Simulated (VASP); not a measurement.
HfN:

```xyz
4
Lattice="3.2160 0.0000 0.0000 -1.6080 2.7851 0.0000 0.0000 0.0000 5.2505" Properties=species:S:1:pos:R:3 pbc="T T T"
Hf    0.0000    0.0000    0.0000
Hf    0.0000    0.0000    2.6252
N     0.0000    1.8568    1.3126
N     1.6080    0.9284    3.9378
```

```yaml
Program: VASP 6.6.1
Task: relaxation of cell and atoms
Functional: PBE
Potentials_or_basis: VASP PAW PBE potentials, release 64 (Hf_pv, N)
Cutoff: 600 eV
k_mesh: 12 × 12 × 9
Occupations: gaussian, width 0.1 eV
Spin: no spin polarisation
```

At the start: pressure 12.6 GPa; volume 11.76 Å³/atom.

Question: How do energy, volume and symmetry change on relaxing?

Answer: Over 10 steps the energy falls by 105.2 meV/atom and the volume is 12.13 Å³/atom (+3.2 %); space group P6_3/mmc (No. 194, to 0.1 Å) before and after.

The path:
| step | energy change (eV) | largest force (eV/Å) | pressure (GPa) | volume (Å³) |
| --- | --- | --- | --- | --- |
| 1 | 0.0000 | 0.0000 | 12.57 | 47.03 |
| 2 | -0.0702 | 0.0000 | -19.50 | 53.30 |
| 3 | -0.3511 | 0.0000 | -7.07 | 50.23 |
| 4 | -0.3519 | 0.0000 | -6.41 | 50.10 |
| 5 | -0.4061 | 0.0000 | 3.80 | 47.72 |
| 6 | -0.4206 | 0.0000 | 0.35 | 48.44 |
| 7 | -0.4206 | 0.0000 | 0.51 | 48.41 |
| 8 | -0.4205 | 0.0000 | -0.28 | 48.55 |
| 9 | -0.4207 | 0.0000 | 0.13 | 48.47 |
| 10 | -0.4207 | 0.0000 | -0.06 | 48.52 |

Final structure:
```
Hf N
1.0
     3.14340    0.00000    0.00000
    -1.57170    2.72227    0.00000
     0.00000    0.00000    5.66958
Hf N
2 2
Direct
  0.00000 0.00000 0.00000
  0.00000 0.00000 0.50000
  0.33333 0.66667 0.25000
  0.66667 0.33333 0.75000
```
